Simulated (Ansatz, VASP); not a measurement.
# CsTa2: VASP beside Ansatz

```xyz
3
Lattice="2.9174 -4.4381 0.0000 2.9174 4.4381 0.0000 0.0000 0.0000 3.4159" Properties=species:S:1:pos:R:3 pbc="T T T"
Cs    0.0000    0.0000    1.7080
Ta    2.9174    1.2714    1.7080
Ta    2.9174   -1.2714    1.7080
```

Alike in both runs: task single point; functional PBE; k mesh 4 × 4 × 6; occupations gaussian, width 0.1 eV; no spin polarisation.

```csv
,VASP,Ansatz
version,VASP 6.6.1,Ansatz 0.2.0
potentials or method,"VASP PAW PBE potentials, release 64 (Cs_sv, Ta_pv), cutoff 520 eV","scalar-relativistic, plane waves, PAW"
valence electrons in the cell,31,35
```

Ansatz gave:

- gap on the k mesh at the Fermi level (eV): none
- pressure (GPa): -4.9
- traceless stress, the component that is largest in VASP (GPa): -10.71
- rms of the force components (eV/Å): 0.642

Problem. Which values does VASP return?

Solution. gap on the k mesh at the Fermi level (eV): none; pressure (GPa): -4.5; traceless stress, the component that is largest in VASP (GPa): -10.94; rms of the force components (eV/Å): 0.626.

Atom by atom the forces differ by 0.016 eV/Å (rms over components). A gap of «none» marks a metal or a gap that the smearing closes. VASP's potentials hold 31 valence electrons a cell and Ansatz's 35, so a difference there can come from the potentials and not from the codes.

Spin-orbit coupling is off throughout.
